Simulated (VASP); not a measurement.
# TaN (P6_3mc) in VASP: further runs

Runs on TaN. Level: PBE. Tasks: single point.

Program: VASP 6.6.1. These are calculated values, not measurements. Logs are shortened: lines on timing, memory, paths and dates and some standing lists are left out, and cuts for length are marked.

**1. The cell of the first run**

Symmetry: P6_3mc, No. 186, hexagonal system. Conventional cell: a = 3.066 Å, b = 3.066 Å, c = 5.935 Å, α = 90.00°, β = 90.00°, γ = 120.00°. Ta (site symmetry 3m) has 4 N at 1.92 to 2.06 Å within 2.6 Å. N (site symmetry 3m) has 4 Ta at 1.92 to 2.06 Å within 2.6 Å.

**2. Single point, PBE (volume 12.076 Å^3 an atom, c/a of the conventional cell 1.9361)**

The input, INCAR:

```
PREC     = Accurate       # precision mode
ENCUT    = 520            # plane-wave cutoff, eV
EDIFF    = 1E-6           # SCF threshold, eV
ISMEAR   = 0              # smearing method
SIGMA    = 0.15           # smearing width, eV
LREAL    = False          # projectors in reciprocal space
LASPH    = True           # aspherical terms in the spheres
NELM     = 100            # most SCF steps
ALGO     = Normal         # electronic algorithm
ISIF     = 2              # what is computed and relaxed
LWAVE    = False          # write WAVECAR
LCHARG   = True           # write CHGCAR
GGA      = PE             # functional
LELF     = True           # ELF
LVHAR    = True         
NBANDS   = 24             # bands
```

The input, KPOINTS:

```
Automatic mesh
0
Gamma
  18 18 8
```

The input, POSCAR:

```
TaN
1.0
    3.0655238062      0.0000000000      0.0000000000
   -1.5327619031      2.6548214920      0.0000000000
    0.0000000000      0.0000000000      5.9353055006
Ta N
2 2
Direct
    0.3333333333      0.6666666667      0.0304880884
    0.6666666667      0.3333333333      0.5304880884
    0.3333333333      0.6666666667      0.3545119116
    0.6666666667      0.3333333333      0.8545119116
```

Potentials or basis: VASP PAW PBE potentials, release 64 (Ta_pv, N).

The run is started by

```console
> cat potpaw_PBE.64/Ta_pv/POTCAR potpaw_PBE.64/N/POTCAR > POTCAR
> mpirun -np 1 vasp_std > vasp.out
```

OUTCAR:

```text
PREC = Accurate
   ENCUT = 520
   EDIFF = 1E-6
   ISMEAR = 0
   LREAL = False
   LASPH = True
   NELM = 100
   ISIF = 2
   GGA = PE

 ion  position               nearest neighbor table
   1  0.333  0.667  0.030-   3 1.92   4 2.06   4 2.06   4 2.06   2 3.46   2 3.46   2 3.46   2 3.46
                             2 3.46   2 3.46
   2  0.667  0.333  0.530-   4 1.92   3 2.06   3 2.06   3 2.06   1 3.46   1 3.46   1 3.46   1 3.46
                             1 3.46   1 3.46
   3  0.333  0.667  0.355-   1 1.92   2 2.06   2 2.06   2 2.06
   4  0.667  0.333  0.855-   2 1.92   1 2.06   1 2.06   1 2.06

  LATTYP: Found a hexagonal cell.
 ALAT       =     3.0655238062
 C/A-ratio  =     1.9361472544

  Lattice vectors:

 A1 = (   3.0655238062,   0.0000000000,   0.0000000000)
 A2 = (  -1.5327619031,   2.6548214920,   0.0000000000)
 A3 = (   0.0000000000,   0.0000000000,   5.9353055006)

Analysis of symmetry for initial positions (statically):
=====================================================================
 Subroutine PRICEL returns:
 Original cell was already a primitive cell.

 Routine SETGRP: Setting up the symmetry group for a
 hexagonal supercell.

 Subroutine GETGRP returns: Found 12 space group operations
 (whereof  6 operations were pure point group operations)
 out of a pool of 24 trial point group operations.

The static configuration has the point symmetry C_3v.
 The point group associated with its full space group is C_6v.

Analysis of symmetry for dynamics (positions and initial velocities):
=====================================================================
 Subroutine PRICEL returns:
 Original cell was already a primitive cell.

 Routine SETGRP: Setting up the symmetry group for a
 hexagonal supercell.

 Subroutine GETGRP returns: Found 12 space group operations
 (whereof  6 operations were pure point group operations)
 out of a pool of 24 trial point group operations.

The dynamic configuration has the point symmetry C_3v.
 The point group associated with its full space group is C_6v.

 Subroutine INISYM returns: Found 12 space group operations
 (whereof  6 operations are pure point group operations),
 and found     1 'primitive' translations

----------------------------------------------------------------------------------------

                                     Primitive cell
[... 93 lines left out ...]
   ENCUT  =  520.0 eV  38.22 Ry    6.18 a.u.   5.70  5.70 11.04*2*pi/ulx,y,z
   NELM   =    100;   NELMIN=  2; NELMDL= -5     # of ELM steps
   EDIFF  = 0.1E-05   stopping-criterion for ELM
   LREAL  =      F    real-space projection
   EDIFFG = 0.1E-04   stopping-criterion for IOM
   NSW    =      0    number of steps for IOM
   IBRION =     -1    ionic relax: 0-MD 1-quasi-New 2-CG
   NFREE  =      0    steps in history (QN), initial steepest desc. (CG)
   ISIF   =      2    stress and relaxation
   ISYM   =      2    0-nonsym 1-usesym 2-fastsym
   POTIM  = 0.5000    time-step for ionic-motion
   TEBEG  =    0.0;   TEEND  =   0.0 temperature during run
   PSTRESS=    0.0 pullay stress
   NELECT =      32.0000    total number of electrons
   NUPDOWN=      -1.0000    fix difference up-down
   EMIN   =  10.00;   EMAX   =-10.00  energy-range for DOS
   EFERMI =   0.00;   METHOD = LEGACY
   ISMEAR =     0;   SIGMA  =   0.15  broadening in eV -4-tet -1-fermi 0-gaus
   EFERMI_NEDOS =   21; number of points for ismear=-14 and -15
   IALGO  =     38    algorithm
   IMIX   =      4    mixing-type and parameters
     AMIX     =   0.40;   BMIX     =  1.00
     AMIX_MAG =   1.60;   BMIX_MAG =  1.00
  volume/ion in A,a.u.               =      12.08        81.49
  Fermi-wavevector in a.u.,A,eV,Ry     =   1.427131  2.696886 27.711019  2.036702
  Thomas-Fermi vector in A             =   2.547333
   LORBIT       =      0    0 simple, 1 ext, 2 COOP (PROOUT), +10 PAW based schemes
   GGA     = PE    functional components
   LHFCALC =     F    Hartree Fock is set to
   AEXX    =    0.0000 exact exchange contribution
   IVDW    =     0    specifies the selected vdW correction
   LEPSILON=     F    determine dielectric tensor
   LRPA    =     F    only Hartree local field effects (RPA)
 non-spin polarized calculation
 Gauss-broadening in eV      SIGMA  =   0.15
  energy-cutoff  :      520.00
  volume of cell :       48.30
 maximum number of plane-waves:      1328
 NGX is ok and might be reduce to    24
   NGX = 11   NGY = 11   NGZ = 23

 number of electron      32.0000004 magnetization

 Free energy of the ion-electron system (eV)
  ---------------------------------------------------
  ext. energy  EPLUGINS =         0.00000000
  ---------------------------------------------------
  free energy    TOTEN  =       -43.04583110 eV

  energy without entropy =      -43.03711334  energy(sigma->0) =      -43.04147222

 E-fermi :   7.2818     XC(G=0): -12.5354

 val. band max:        7.2793789350   @ k =   0.3889   0.2222   0.0000
 cond. band min:       7.2843891581   @ k =   0.1111  -0.0000   0.0000
 fundamental gap:      0.0050102231
 Fermi energy:         7.2818407563

 k-point     1 :       0.0000    0.0000    0.0000
  band No.  band energies     occupation
      1     -28.3537      2.00000
      2     -27.8854      2.00000
      3     -27.5632      2.00000
      4     -27.5632      2.00000
      5     -27.5241      2.00000
      6     -27.5241      2.00000
[... 637 lines left out ...]
     23      13.0708      0.00000
     24      13.7968      0.00000

 [... further k-points ...]

------------------------ aborting loop because EDIFF is reached ----------------------------------------

  FORCE on cell =-STRESS in cart. coord.  units (eV):
  Direction    XX          YY          ZZ          XY          YZ          ZX
  --------------------------------------------------------------------------------------
  -------------------------------------------------------------------------------------
  Total        6.9768748      6.9768748      9.9656001     -0.0000000      0.0000000      0.0000000
  in kB      231.4133545    231.4133545    330.5452680     -0.0000000      0.0000000      0.0000000
  external PRESSURE =     264.4573257 kB  Pullay stress =       0.0000000 kB

 VOLUME and BASIS-vectors are now :
 -----------------------------------------------------------------------------
  energy-cutoff  :      520.00
  volume of cell :       48.30
      direct lattice vectors                 reciprocal lattice vectors
     3.065523806  0.000000000  0.000000000     0.326208525  0.188336580  0.000000000
    -1.532761903  2.654821492  0.000000000     0.000000000  0.376673160  0.000000000
     0.000000000  0.000000000  5.935305501     0.000000000  0.000000000  0.168483324

 POSITION                                       TOTAL-FORCE (eV/Angst)
 -----------------------------------------------------------------------------------
     -0.00000      1.76988      0.18096         0.000000      0.000000     -0.150314
      1.53276      0.88494      3.14861        -0.000000      0.000000     -0.150314
     -0.00000      1.76988      2.10414        -0.000000      0.000000      0.150314
      1.53276      0.88494      5.07179         0.000000     -0.000000      0.150314
 -----------------------------------------------------------------------------------
    total drift:                               -0.000000      0.000000      0.002413

  FREE ENERGIE OF THE ION-ELECTRON SYSTEM (eV)
  ---------------------------------------------------
  free  energy   TOTEN  =       -43.0458310991 eV

  energy  without entropy=      -43.0371133428  energy(sigma->0) =      -43.04147222
```

OSZICAR:

```text
N       E                     dE             d eps       ncg     rms          rms(c)
DAV:   1     0.276358016154E+03    0.27636E+03   -0.17660E+04  8880   0.139E+03
DAV:   2    -0.356728685655E+02   -0.31203E+03   -0.29709E+03 10632   0.408E+02
DAV:   3    -0.496215952161E+02   -0.13949E+02   -0.13777E+02 11112   0.849E+01
DAV:   4    -0.497834410781E+02   -0.16185E+00   -0.16161E+00 10352   0.967E+00
DAV:   5    -0.497856107414E+02   -0.21697E-02   -0.21681E-02 11248   0.954E-01    0.390E+01
DAV:   6    -0.432907031896E+02    0.64949E+01   -0.27857E+01 10696   0.359E+01    0.156E+01
DAV:   7    -0.430958986799E+02    0.19480E+00   -0.14768E+00 10360   0.866E+00    0.102E+01
DAV:   8    -0.430521664524E+02    0.43732E-01   -0.15715E-01 11096   0.322E+00    0.138E+00
DAV:   9    -0.430458310966E+02    0.63354E-02   -0.20622E-02 10896   0.883E-01    0.188E-01
DAV:  10    -0.430458508515E+02   -0.19755E-04   -0.12103E-03 10616   0.315E-01    0.543E-02
DAV:  11    -0.430458306886E+02    0.20163E-04   -0.10762E-04 11136   0.777E-02    0.110E-02
DAV:  12    -0.430458310991E+02   -0.41049E-06   -0.82715E-06 10200   0.228E-02
   1 F= -.43045831E+02 E0= -.43041472E+02  d E =-.871776E-02
```

Wall time 65 s (1 thread of Intel Xeon 6975P-C (Granite Rapids), shared host); peak memory 0.31 GiB.

What came out:

```yaml
Free_energy: -43.0458 eV
Pressure: 26.4 GPa
Largest_force: 0.150 eV/Å
Band_gap_on_the_k_mesh: zero (band 16 reaches 7.56 eV, above the bottom of band 17 at 7.12 eV)
```

Forces in eV/Å, atoms in the order of the input:
```
Ta   0.000  0.000 -0.150
Ta   0.000  0.000 -0.150
N    0.000  0.000  0.150
N    0.000  0.000  0.150
```

Levels at points of the mesh, in eV from the Fermi level:
```csv
k point,band 12,band 13,band 14,band 15,band 16,band 17,band 18,band 19,band 20,band 21
"(0.00, 0.00, 0.00)",-5.81,-4.85,-4.85,-0.77,-0.73,0.10,0.10,2.40,2.40,2.99
"(0.50, 0.00, 0.00)",-6.04,-4.93,-3.90,-2.57,-0.45,1.30,2.36,2.91,3.77,4.33
"(0.00, 0.00, 0.50)",-5.39,-5.39,-5.39,0.28,0.28,1.04,1.04,1.04,1.04,5.04
"(0.50, 0.00, 0.50)",-5.78,-5.13,-5.13,-0.98,-0.98,1.64,1.64,3.65,3.65,5.04
```

Caveat: spin-orbit coupling is left out, which moves the levels of the heavy elements.

**3. Single point, PBE (volume 12.076 Å^3 an atom, c/a of the conventional cell 1.7866)**

The input, INCAR:

```
  PREC = Accurate
  ENCUT = 520
  EDIFF = 1E-6
  ISMEAR = 0
  SIGMA = 0.15
  LREAL = F
  LASPH = T
  NELM = 60
  ALGO = Normal
  ISIF = 2
  LWAVE = F
  LCHARG = T
  GGA = PE
  LELF = T
  LVHAR = T
  NBANDS = 24
```

KPOINTS is that of step 2.

The input, POSCAR:

```
TaN
1.0
    3.1487756003      0.0000000000      0.0000000000
   -1.5743878002      2.7269196607      0.0000000000
    0.0000000000      0.0000000000      5.6256024876
Ta N
2 2
Direct
    0.3333333333      0.6666666667      0.0304880884
    0.6666666667      0.3333333333      0.5304880884
    0.3333333333      0.6666666667      0.3545119116
    0.6666666667      0.3333333333      0.8545119116
```

Potentials or basis: VASP PAW PBE potentials, release 64 (Ta_pv, N).

The run is started by

```console
> cat potpaw_PBE.64/Ta_pv/POTCAR potpaw_PBE.64/N/POTCAR > POTCAR
> mpirun -np 1 vasp_std > vasp.out
```

Run time: 59 s. Hardware: 1 thread of Intel Xeon 6975P-C (Granite Rapids), shared host; peak memory 0.3 GiB.

It converged, with:

```
Free energy            : -42.5172 eV
Pressure               : 35.2 GPa
Largest force          : 2.996 eV/Å
Band gap on the k mesh : zero (band 16 reaches 7.87 eV, above the bottom of band 17 at 7.05 eV)
```

Forces on the atoms (eV/Å):
```
Ta   0.000  0.000 -2.996
Ta   0.000  0.000 -2.996
N    0.000  0.000  2.996
N    0.000  0.000  2.996
```

Stress tensor (GPa, compression positive):
```
16.27  0.00  0.00
 0.00 16.27  0.00
 0.00  0.00 72.96
```

Levels at points of the mesh, in eV from the Fermi level:
```tsv
k point	band 13	band 14	band 15	band 16	band 17	band 18	band 19	band 20
(0.00, 0.00, 0.00)	-5.11	-5.11	-1.04	-0.60	-0.20	-0.20	2.18	2.18
(0.50, 0.00, 0.00)	-4.97	-4.03	-2.57	-0.32	1.69	2.36	2.84	3.31
(0.00, 0.00, 0.50)	-5.80	-5.80	0.56	0.56	0.99	0.99	0.99	0.99
(0.50, 0.00, 0.50)	-5.49	-5.49	-0.65	-0.65	1.94	1.94	3.30	3.30
```

Caveat: spin-orbit coupling is left out, which moves the levels of the heavy elements; forces of over 1 eV/Å act on the atoms, so gaps and moduli don't describe the material at rest.

**4. Single point, PBE (volume 12.076 Å^3 an atom, c/a of the conventional cell 2.0982)**

The input, INCAR:

```
PREC = Accurate
ENCUT = 520
EDIFF = 1E-7
ISMEAR = 0
SIGMA = 0.15
LREAL = F
LASPH = T
NELM = 80
ALGO = Normal
ISIF = 2
LWAVE = F
LCHARG = T
GGA = PE
LELF = T
LVHAR = T
NBANDS = 24
```

The input, KPOINTS:

```
regular mesh
0
Gamma
  18 18 8
```

The input, POSCAR:

```
TaN
1.0
    2.9844789981      0.0000000000      0.0000000000
   -1.4922394991      2.5846346294      0.0000000000
    0.0000000000      0.0000000000      6.2620338339
Ta N
2 2
Direct
    0.3333333333      0.6666666667      0.0304880884
    0.6666666667      0.3333333333      0.5304880884
    0.3333333333      0.6666666667      0.3545119116
    0.6666666667      0.3333333333      0.8545119116
```

The run is started by

```console
> cat potpaw_PBE.64/Ta_pv/POTCAR potpaw_PBE.64/N/POTCAR > POTCAR
> mpirun -np 1 vasp_std > vasp.out
```

Wall time 70 s (1 thread of Intel Xeon 6975P-C (Granite Rapids), shared host); peak memory 0.3 GiB.

The run converged. Its results:

* Free energy: -42.8795 eV
* Pressure: 22.2 GPa
* Largest force: 1.642 eV/Å
* Band gap on the k mesh: zero (band 16 reaches 7.14 eV, above the bottom of band 17 at 7.00 eV)

Forces in eV/Å, atoms in the order of the input:
```
Ta   0.000  0.000  1.642
Ta   0.000  0.000  1.642
N    0.000  0.000 -1.642
N    0.000  0.000 -1.642
```

Stress tensor (GPa, compression positive):
```
31.81  0.00  0.00
 0.00 31.81  0.00
 0.00  0.00  2.86
```

Levels at points of the mesh, in eV from the Fermi level:
```
           k point  band 14  band 15  band 16  band 17  band 18  band 19
(0.00, 0.00, 0.00)    -4.38    -0.80    -0.45     0.57     0.57     2.45
(0.50, 0.00, 0.00)    -3.59    -2.45    -0.39     1.03     2.32     3.31
(0.00, 0.00, 0.50)    -4.77     0.05     0.05     1.29     1.29     1.29
(0.50, 0.00, 0.50)    -4.59    -1.13    -1.13     1.51     1.51     4.23
```

Caveat: spin-orbit coupling is left out, which moves the levels of the heavy elements; forces of over 1 eV/Å act on the atoms, so gaps and moduli don't describe the material at rest.

**5. Overview**

| cell | gap on the mesh (eV) | pressure (GPa) | largest force (eV/Å) |
| --- | --- | --- | --- |
| a = 3.066, b = 3.066, c = 5.935 Å, angles 90.0, 90.0, 120.0°, 4 atoms | none | 26.4 | 0.15 |
| a = 3.149, b = 3.149, c = 5.626 Å, angles 90.0, 90.0, 120.0°, 4 atoms | none | 35.2 | 3.00 |
| a = 2.984, b = 2.984, c = 6.262 Å, angles 90.0, 90.0, 120.0°, 4 atoms | none | 22.2 | 1.64 |

Alike in all rows: task single point; level PBE; potentials or basis VASP PAW PBE potentials, release 64 (Ta_pv, N); no spin polarisation; k mesh 18 × 18 × 8; cutoff (eV) 520; smearing gaussian 0.15 eV.

Caveats: spin-orbit coupling is left out, which moves the levels of the heavy elements; forces of over 1 eV/Å act on the atoms, so gaps and moduli don't describe the material at rest (some runs).

Total energies depend on the potentials used, so only differences within one code and one set of settings carry meaning.
